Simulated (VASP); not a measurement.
Input of a VASP 6.6.1 run:

The input INCAR:

```
PREC = Accurate ; ENCUT = 520
EDIFF = 1E-7 ; ISMEAR = -1
SIGMA = 0.05 ; LREAL = F
LASPH = T ; NELM = 150
ALGO = Normal ; ISIF = 2
LWAVE = F ; LCHARG = F
ISPIN = 2 ; MAGMOM = 1 0
LORBIT = 11 ; LMAXMIX = 4
GGA = RE ; IVDW = 13
NBANDS = 19
```

File KPOINTS:

```
regular mesh
0
Gamma
  11 11 11
```

Contents of POSCAR:

```
NiO
1.0
    0.0000000000      2.0433202721      2.0433202721
    2.0433202721      0.0000000000      2.0433202721
    2.0433202721      2.0433202721      0.0000000000
Ni O
1 1
Direct
    0.0000000000      0.0000000000      0.0000000000
    0.5000000000      0.5000000000      0.5000000000
```

Potentials or basis: VASP PAW PBE potentials, release 64 (Ni, O).

Run with:

```sh
$ cat potpaw_PBE.64/Ni/POTCAR potpaw_PBE.64/O/POTCAR > POTCAR
$ mpirun -np 1 vasp_std > vasp.out
```

(1) Predict the net moment.

(2) Predict the site moments.

Answers

(1) 1.55 μB per cell.

(2) Ni +1.29; O +0.23 μB.

Caveat: a cell with one magnetic atom can't hold antiferromagnetic order, which such compounds often take.
